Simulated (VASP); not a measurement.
Input of a VASP 6.6.1 run:

The input POSCAR:

```
LaBeAsO
1.0
    3.9643098634      0.0000000000      0.0000000000
    0.0000000000      3.9643098634      0.0000000000
    0.0000000000      0.0000000000      8.8989450402
La Be As O
2 2 2 2
Direct
    0.2500000000      0.2500000000      0.1428425516
    0.7500000000      0.7500000000      0.8571574484
    0.7500000000      0.2500000000      0.5000000000
    0.2500000000      0.7500000000      0.5000000000
    0.2500000000      0.2500000000      0.6448316220
    0.7500000000      0.7500000000      0.3551683780
    0.7500000000      0.2500000000      0.0000000000
    0.2500000000      0.7500000000      0.0000000000
```

The input INCAR.step1:

```
  PREC = Accurate
  ENCUT = 520
  ISMEAR = 0
  SIGMA = 0.1
  LREAL = False
  LASPH = True
  NELM = 100
  NBANDS = 34
  GGA = PE
  ALGO = Normal
  EDIFF = 1E-4
  LWAVE = True
  LCHARG = False
```

The input INCAR.step2:

```
  PREC = Accurate
  ENCUT = 520
  EDIFF = 1E-6
  ISMEAR = 0
  SIGMA = 0.1
  LREAL = False
  LASPH = True
  NELM = 100
  ALGO = Normal
  ISIF = 2
  LWAVE = False
  LCHARG = False
  METAGGA = R2SCAN
  LMIXTAU = True
  NBANDS = 34
  ISTART = 1
```

The input KPOINTS:

```
regular mesh
0
Gamma
  5 5 2
```

Potentials or basis: VASP PAW PBE potentials, release 64 (La, Be, As, O).

Run with:

```bash
$ cat potpaw_PBE.64/La/POTCAR potpaw_PBE.64/Be/POTCAR potpaw_PBE.64/As/POTCAR potpaw_PBE.64/O/POTCAR > POTCAR
$ cp INCAR.step1 INCAR
$ mpirun -np 1 vasp_std > vasp.out
$ cp INCAR.step2 INCAR
$ mpirun -np 1 vasp_std > vasp.out
```

Predict the band gap on the k mesh.

1.34 eV, indirect (least direct gap 1.38 eV).

Predict the pressure.

-0.1 GPa.

Forces on the atoms (eV/Å):
```
La   0.000  0.000 -0.046
La   0.000  0.000  0.046
Be   0.000  0.000  0.000
Be   0.000  0.000  0.000
As   0.000  0.000  0.026
As   0.000  0.000 -0.026
O    0.000  0.000  0.000
O    0.000  0.000  0.000
```

Caveat: the PAW data sets were made with another functional, which shifts forces and pressure a little; spin-orbit coupling is left out, which moves the levels of the heavy elements. A k mesh can miss the band edges.
